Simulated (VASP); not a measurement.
# Mg (P6_3/mmc) in VASP: notebook

Mg is run at these levels: PBE; tasks: electric field gradients.

All numbers are computed with VASP 6.6.1; they aren't measurements. Logs are shortened: lines on timing, memory, paths and dates and some standing lists are left out, and cuts for length are marked.

## (1) The cell of the first run

It takes space group P6_3/mmc (No. 194, hexagonal). Conventional cell: a = 3.144 Å, b = 3.144 Å, c = 5.105 Å, α = 90.00°, β = 90.00°, γ = 120.00°. Within 4.1 Å of Mg (site symmetry -6m2) lie 12 Mg at 3.13 to 3.14 Å.

## (2) Electric field gradients, PBE (volume scaled by 0.9405)

The input, INCAR:

```
SYSTEM = Mg
PREC = Accurate
ENCUT = 520
EDIFF = 1E-8
ISMEAR = -1
SIGMA = 0.08
LREAL = .FALSE.
LASPH = .TRUE.
NELM = 80
ALGO = Normal
ISIF = 2
LWAVE = .FALSE.
LCHARG = .FALSE.
GGA = PE
LEFG = .TRUE.
NBANDS = 9
```

The input, KPOINTS:

```
regular mesh
0
G
  12 12 7
  0 0 0
```

The input, POSCAR:

```
Mg
1.0
    3.1443151174      0.0000000000      0.0000000000
   -1.5721575586      2.7230567692      0.0000000000
    0.0000000000      0.0000000000      5.1048716881
Mg
2
Direct
    0.3333333333      0.6666666667      0.2500000000
    0.6666666667      0.3333333333      0.7500000000
```

Potentials or basis: VASP PAW PBE potentials, release 64 (Mg).

On the command line:

```sh
$ cat potpaw_PBE.64/Mg/POTCAR > POTCAR
$ mpirun -np 1 vasp_std > vasp.out
```

OUTCAR:

```text
SYSTEM = Mg
   PREC = Accurate
   ENCUT = 520
   EDIFF = 1E-8
   ISMEAR = -1
   LREAL = .FALSE.
   LASPH = .TRUE.
   NELM = 80
   ISIF = 2
   GGA = PE

 ion  position               nearest neighbor table
   1  0.333  0.667  0.250-   2 3.13   2 3.13   2 3.13   2 3.13   2 3.13   2 3.13
   2  0.667  0.333  0.750-   1 3.13   1 3.13   1 3.13   1 3.13   1 3.13   1 3.13

  LATTYP: Found a hexagonal cell.
 ALAT       =     3.1443151174
 C/A-ratio  =     1.6235242008

  Lattice vectors:

 A1 = (   3.1443151174,   0.0000000000,   0.0000000000)
 A2 = (  -1.5721575586,   2.7230567692,   0.0000000000)
 A3 = (   0.0000000000,   0.0000000000,   5.1048716881)

Analysis of symmetry for initial positions (statically):
=====================================================================
 Subroutine PRICEL returns:
 Original cell was already a primitive cell.

 Routine SETGRP: Setting up the symmetry group for a
 hexagonal supercell.

 Subroutine GETGRP returns: Found 24 space group operations
 (whereof 12 operations were pure point group operations)
 out of a pool of 24 trial point group operations.

The static configuration has the point symmetry D_3d.
 The point group associated with its full space group is D_6h.

Analysis of symmetry for dynamics (positions and initial velocities):
=====================================================================
 Subroutine PRICEL returns:
 Original cell was already a primitive cell.

 Routine SETGRP: Setting up the symmetry group for a
 hexagonal supercell.

 Subroutine GETGRP returns: Found 24 space group operations
 (whereof 12 operations were pure point group operations)
 out of a pool of 24 trial point group operations.

The dynamic configuration has the point symmetry D_3d.
 The point group associated with its full space group is D_6h.

 Subroutine INISYM returns: Found 24 space group operations
 (whereof 12 operations are pure point group operations),
 and found     1 'primitive' translations

----------------------------------------------------------------------------------------

                                     Primitive cell

  volume of cell :      43.7087

  direct lattice vectors                    reciprocal lattice vectors
     3.144315117  0.000000000  0.000000000     0.318034282  0.183617178  0.000000000
    -1.572157559  2.723056769  0.000000000     0.000000000  0.367234356  0.000000000
     0.000000000  0.000000000  5.104871688     0.000000000  0.000000000  0.195891310

  length of vectors
     3.144315117  3.144315117  5.104871688     0.367234356  0.367234356  0.195891310

  position of ions in fractional coordinates (direct lattice)
     0.333333333  0.666666667  0.250000000
     0.666666667  0.333333333  0.750000000

  ion indices of the primitive-cell ions
   primitive index   ion index
                 1           1
                 2           2

----------------------------------------------------------------------------------------

 KPOINTS: regular mesh

Automatic generation of k-mesh.
 Grid dimensions read from file:
 generate k-points for:   12   12    7

 Generating k-lattice:

  Cartesian coordinates                     Fractional coordinates (reciprocal lattice)
     0.026502857  0.015301432  0.000000000     0.083333333  0.000000000  0.000000000
     0.000000000  0.030602863  0.000000000     0.000000000  0.083333333  0.000000000
     0.000000000  0.000000000  0.027984473     0.000000000  0.000000000  0.142857143

  Length of vectors
     0.030602863  0.030602863  0.027984473

  Shift w.r.t. Gamma in fractional coordinates (k-lattice)
     0.000000000  0.000000000  0.000000000

 Subroutine IBZKPT returns following result:
 ===========================================

 Found     76 irreducible k-points:

 Following reciprocal coordinates:
            Coordinates               Weight
  0.000000  0.000000  0.000000      1.000000
  0.083333 -0.000000  0.000000      6.000000
  0.166667  0.000000  0.000000      6.000000
  0.250000 -0.000000  0.000000      6.000000
  0.333333  0.000000  0.000000      6.000000
  0.416667 -0.000000  0.000000      6.000000
[... 16 lines left out ...]
  0.250000 -0.000000  0.142857     12.000000
  0.333333  0.000000  0.142857     12.000000
 [... further k-points ...]
   k-points           NKPTS =     76   k-points in BZ     NKDIM =     76   number of bands    NBANDS=      9
   number of dos      NEDOS =    301   number of ions     NIONS =      2
   total plane-waves  NPLWV =  23040
   dimension x,y,z NGX =    24 NGY =   24 NGZ =   40
   dimension x,y,z NGXF=    48 NGYF=   48 NGZF=   80
   ions per type =               2
   NGX,Y,Z   is equivalent  to a cutoff of  12.69, 12.69, 13.03 a.u.
   NGXF,Y,Z  is equivalent  to a cutoff of  25.38, 25.38, 26.05 a.u.
 SYSTEM =  Mg
   PREC   = accura    normal or accurate (medium, high low for compatibility)
   ISTART =      0    job   : 0-new  1-cont  2-samecut
   ICHARG =      2    charge: 1-file 2-atom 10-const
   ISPIN  =      1    spin polarized calculation?
   LNONCOLLINEAR =      F non collinear calculations
   LSORBIT =      F    spin-orbit coupling
   LASPH  =      T    aspherical Exc in radial PAW
   ENCUT  =  520.0 eV  38.22 Ry    6.18 a.u.   5.85  5.85  9.49*2*pi/ulx,y,z
   NELM   =     80;   NELMIN=  2; NELMDL= -5     # of ELM steps
   EDIFF  = 0.1E-07   stopping-criterion for ELM
   LREAL  =      F    real-space projection
   EDIFFG = 0.1E-06   stopping-criterion for IOM
   NSW    =      0    number of steps for IOM
   IBRION =     -1    ionic relax: 0-MD 1-quasi-New 2-CG
   NFREE  =      0    steps in history (QN), initial steepest desc. (CG)
   ISIF   =      2    stress and relaxation
   ISYM   =      2    0-nonsym 1-usesym 2-fastsym
   POTIM  = 0.5000    time-step for ionic-motion
   TEBEG  =    0.0;   TEEND  =   0.0 temperature during run
   PSTRESS=    0.0 pullay stress
   NELECT =       4.0000    total number of electrons
   NUPDOWN=      -1.0000    fix difference up-down
   EMIN   =  10.00;   EMAX   =-10.00  energy-range for DOS
   EFERMI =   0.00;   METHOD = LEGACY
   ISMEAR =    -1;   SIGMA  =   0.08  broadening in eV -4-tet -1-fermi 0-gaus
   EFERMI_NEDOS =   21; number of points for ismear=-14 and -15
   IALGO  =     38    algorithm
   IMIX   =      4    mixing-type and parameters
     AMIX     =   0.40;   BMIX     =  1.00
     AMIX_MAG =   1.60;   BMIX_MAG =  1.00
  volume/ion in A,a.u.               =      21.85       147.48
  Fermi-wavevector in a.u.,A,eV,Ry     =   0.737744  1.394134  7.405189  0.544266
  Thomas-Fermi vector in A             =   1.831499
   LORBIT       =      0    0 simple, 1 ext, 2 COOP (PROOUT), +10 PAW based schemes
   GGA     = PE    functional components
   LHFCALC =     F    Hartree Fock is set to
   AEXX    =    0.0000 exact exchange contribution
   IVDW    =     0    specifies the selected vdW correction
   LEPSILON=     F    determine dielectric tensor
   LRPA    =     F    only Hartree local field effects (RPA)
 non-spin polarized calculation
  energy-cutoff  :      520.00
  volume of cell :       43.71
 maximum number of plane-waves:      1198
 NGX is ok and might be reduce to    24
   NGX = 11   NGY = 11   NGZ = 19

 number of electron       4.0000000 magnetization

 Free energy of the ion-electron system (eV)
  ---------------------------------------------------
  ext. energy  EPLUGINS =         0.00000000
  ---------------------------------------------------
  free energy    TOTEN  =        -3.01076397 eV

  energy without entropy =       -2.99404320  energy(sigma->0) =       -3.00240359

 E-fermi :   2.8504     XC(G=0):  -8.6446

 val. band max:        2.8410581669   @ k =   0.2500  -0.0000   0.0000
 cond. band min:       2.9956333491   @ k =   0.4167   0.0833   0.2857
 fundamental gap:      0.1545751822
 Fermi energy:         2.8503543843

 k-point     1 :       0.0000    0.0000    0.0000
  band No.  band energies     occupation
      1      -4.2509      2.00000
      2       1.1301      2.00000
      3       1.6570      2.00000
      4      14.1227      0.00000
      5      14.1227      0.00000
      6      14.3388      0.00000
      7      14.3388      0.00000
      8      15.0143      0.00000
      9      16.7803      0.00000

 k-point     2 :       0.0833   -0.0000    0.0000
  band No.  band energies     occupation
      1      -4.1096      2.00000
      2       1.2585      2.00000
      3       1.7936      2.00000
      4      11.8215      0.00000
      5      12.9474      0.00000
      6      13.7447      0.00000
      7      15.6894      0.00000
      8      15.9266      0.00000
      9      16.6058      0.00000
[... 253 lines left out ...]
 k-point    24 :       0.3333    0.0000    0.1429
  band No.  band energies     occupation
      1      -1.9010      2.00000
      2       2.0070      1.99995
      3       4.3605      0.00000
      4       5.5133      0.00000
      5       8.2852      0.00000
      6      10.5957      0.00000
      7      10.6745      0.00000
      8      12.7349      0.00000
      9      14.0106      0.00000

 [... further k-points ...]
[... 5 lines left out ...]
  --------------------------------------------------------------------------------------
  -------------------------------------------------------------------------------------
  Total        0.5708060      0.5708060      0.3359581      0.0000000      0.0000000      0.0000000
  in kB       20.9233653     20.9233653     12.3148220      0.0000000      0.0000000      0.0000000
  external PRESSURE =      18.0538509 kB  Pullay stress =       0.0000000 kB

 VOLUME and BASIS-vectors are now :
 -----------------------------------------------------------------------------
  energy-cutoff  :      520.00
  volume of cell :       43.71
      direct lattice vectors                 reciprocal lattice vectors
     3.144315117  0.000000000  0.000000000     0.318034282  0.183617178  0.000000000
    -1.572157559  2.723056769  0.000000000     0.000000000  0.367234356  0.000000000
     0.000000000  0.000000000  5.104871688     0.000000000  0.000000000  0.195891310

 POSITION                                       TOTAL-FORCE (eV/Angst)
 -----------------------------------------------------------------------------------
     -0.00000      1.81537      1.27622         0.000000      0.000000      0.000000
      1.57216      0.90769      3.82865        -0.000000      0.000000      0.000000
 -----------------------------------------------------------------------------------
    total drift:                                0.000000     -0.000000      0.000000

  FREE ENERGIE OF THE ION-ELECTRON SYSTEM (eV)
  ---------------------------------------------------
  free  energy   TOTEN  =        -3.0107639746 eV

  energy  without entropy=       -2.9940432006  energy(sigma->0) =       -3.00240359

 Electric field gradients (V/A^2)
---------------------------------------------------------------------
 ion       V_xx      V_yy      V_zz      V_xy      V_xz      V_yz
---------------------------------------------------------------------
   1      -0.506    -0.506     1.011    -0.000    -0.000     0.000
   2      -0.506    -0.506     1.011    -0.000     0.000    -0.000
---------------------------------------------------------------------

 Electric field gradients after diagonalization (V/A^2)
 (convention: |V_zz| > |V_xx| > |V_yy|)
----------------------------------------------------------------------
 ion       V_xx      V_yy      V_zz     asymmetry (V_yy - V_xx)/ V_zz
----------------------------------------------------------------------
   1      -0.506    -0.506     1.011       0.000
   2      -0.506    -0.506     1.011       0.000
----------------------------------------------------------------------

           NMR quadrupolar parameters

 Cq : quadrupolar parameter    Cq=e*Q*V_zz/h
 eta: asymmetry parameters     (V_yy - V_xx)/ V_zz
 Q  : nuclear electric quadrupole moment in mb (millibarn)
----------------------------------------------------------------------
 ion       Cq(MHz)       eta       Q (mb)
----------------------------------------------------------------------
   1       0.002       0.000       1.000
   2       0.002       0.000       1.000
----------------------------------------------------------------------
```

Wall time 9 s (1 thread of Intel Xeon Platinum 8559C (Emerald Rapids), shared host); peak memory 0.17 GiB.

Results:

```yaml
Free_energy: -3.0108 eV
Pressure: 1.8 GPa
Band_gap_on_the_k_mesh: zero (band 2 reaches 3.91 eV, above the bottom of band 3 at 1.66 eV)
```

Electric field gradients, principal values (V/Å²):
| atom | least | middle | greatest (by size) |
| --- | --- | --- | --- |
| 1 Mg | -0.506 | -0.506 | 1.011 |
| 2 Mg | -0.506 | -0.506 | 1.011 |

Caveat: without QUAD_EFG the Cq values of the log hold for a quadrupole moment of 1 mb, not for the nuclei.

## (3) Electric field gradients, PBE (volume scaled by 0.9405)

The input, INCAR:

```
PREC = Accurate
ENCUT = 520
EDIFF = 1E-8
ISMEAR = -1
SIGMA = 0.08
LREAL = False
LASPH = True
NELM = 80
ALGO = Normal
ISIF = 2
LWAVE = False
LCHARG = False
GGA = PE
LEFG = True
NBANDS = 9
```

The input, KPOINTS:

```
Automatic mesh
0
Gamma
  12 12 7
```

POSCAR is that of step 2.

Potentials or basis: VASP PAW PBE potentials, release 64 (Mg).

On the command line:

```sh
$ cat potpaw_PBE.64/Mg/POTCAR > POTCAR
$ mpirun -np 1 vasp_std > vasp.out
```

OUTCAR:

```text
PREC = Accurate
   ENCUT = 520
   EDIFF = 1E-8
   ISMEAR = -1
   LREAL = False
   LASPH = True
   NELM = 80
   ISIF = 2
   GGA = PE

 ion  position               nearest neighbor table
   1  0.333  0.667  0.250-   2 3.13   2 3.13   2 3.13   2 3.13   2 3.13   2 3.13
   2  0.667  0.333  0.750-   1 3.13   1 3.13   1 3.13   1 3.13   1 3.13   1 3.13

  LATTYP: Found a hexagonal cell.
 ALAT       =     3.1443151174
 C/A-ratio  =     1.6235242008

  Lattice vectors:

 A1 = (   3.1443151174,   0.0000000000,   0.0000000000)
[... 503 lines left out ...]
  ---------------------------------------------------
  free  energy   TOTEN  =        -3.0107639746 eV

  energy  without entropy=       -2.9940432006  energy(sigma->0) =       -3.00240359

 Electric field gradients (V/A^2)
---------------------------------------------------------------------
 ion       V_xx      V_yy      V_zz      V_xy      V_xz      V_yz
---------------------------------------------------------------------
   1      -0.506    -0.506     1.011    -0.000    -0.000     0.000
   2      -0.506    -0.506     1.011    -0.000     0.000    -0.000
---------------------------------------------------------------------

 Electric field gradients after diagonalization (V/A^2)
 (convention: |V_zz| > |V_xx| > |V_yy|)
----------------------------------------------------------------------
 ion       V_xx      V_yy      V_zz     asymmetry (V_yy - V_xx)/ V_zz
----------------------------------------------------------------------
   1      -0.506    -0.506     1.011       0.000
   2      -0.506    -0.506     1.011       0.000
----------------------------------------------------------------------

           NMR quadrupolar parameters

 Cq : quadrupolar parameter    Cq=e*Q*V_zz/h
 eta: asymmetry parameters     (V_yy - V_xx)/ V_zz
 Q  : nuclear electric quadrupole moment in mb (millibarn)
----------------------------------------------------------------------
 ion       Cq(MHz)       eta       Q (mb)
----------------------------------------------------------------------
   1       0.002       0.000       1.000
   2       0.002       0.000       1.000
----------------------------------------------------------------------
```

stdout:

```text
POSCAR found type information on POSCAR Mg
 POSCAR found :  1 types and       2 ions
 scaLAPACK will be used
 LDA part: xc-table for (Slater+PW92), standard interpolation
 POSCAR, INCAR and KPOINTS ok, starting setup
 FFT: planning ... GRIDC
 FFT: planning ... GRID_SOFT
 FFT: planning ... GRID
 WAVECAR not read
 entering main loop
ion   1

ion   2
```

Run time: 9.7 s. Hardware: 1 thread of Intel Xeon Platinum 8559C (Emerald Rapids), shared host; peak memory 0.16 GiB.

What came out:

* Free energy: -3.0108 eV
* Pressure: 1.8 GPa
* Band gap on the k mesh: zero (band 2 reaches 3.91 eV, above the bottom of band 3 at 1.66 eV)

Electric field gradients, principal values (V/Å²):
| atom | least | middle | greatest (by size) |
| --- | --- | --- | --- |
| 1 Mg | -0.506 | -0.506 | 1.011 |
| 2 Mg | -0.506 | -0.506 | 1.011 |

Caveat: without QUAD_EFG the Cq values of the log hold for a quadrupole moment of 1 mb, not for the nuclei.

(Continued in part 2 of 2.)
